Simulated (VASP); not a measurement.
Crystal: SiC2.

```
Si C
1.0
     2.45676    0.00000    0.00000
     0.00000    4.22562    0.00000
    -0.62553    0.00000    9.50076
Si C
2 4
Direct
  0.75119 0.00000 0.93102
  0.78909 0.50000 0.07092
  0.48995 0.16130 0.49958
  0.98991 0.66131 0.49945
  0.98991 0.33869 0.49945
  0.48995 0.83870 0.49958
```

- Program: VASP 6.6.1
- Task: relaxation of cell and atoms
- Functional: PBE
- Potentials or basis: VASP PAW PBE potentials, release 64 (Si, C)
- Cutoff: 600 eV
- k mesh: 8 × 4 × 2
- Occupations: gaussian, width 0.1 eV
- Spin: no spin polarisation

At the start: pressure 0.5 GPa; volume 16.44 Å³/atom.

Problem. How do energy, volume and symmetry change on relaxing?

Solution. Over 8 steps the energy falls by 24.6 meV/atom and the volume is 16.40 Å³/atom (-0.3 %); space group Pm (No. 6, to 0.1 Å) before and after.

The path:
```csv
step,energy change (eV),largest force (eV/Å),pressure (GPa),volume (Å³)
1,0.0000,3.0824,0.47,98.63
2,2.7092,8.2785,7.75,99.28
3,-0.1414,0.3038,-0.18,98.73
4,-0.1430,0.2387,-0.17,98.72
5,-0.1430,0.2389,-0.16,98.72
6,-0.1467,0.0991,-0.04,98.53
7,-0.1470,0.0444,0.01,98.45
8,-0.1477,0.0177,0.05,98.38
```

Final structure:
```
Si C
1.0
     2.45244    0.00000   -0.00117
     0.00000    4.24057    0.00000
    -0.62893    0.00000    9.46051
Si C
2 4
Direct
  0.75189 0.00000 0.93315
  0.78835 0.50000 0.06878
  0.48996 0.16671 0.49957
  0.98992 0.66672 0.49946
  0.98992 0.33328 0.49946
  0.48996 0.83329 0.49957
```

Caveat: the k points lie up to 0.37 Å⁻¹ apart in the final cell, too coarse for converged energies and pressures of a metal.
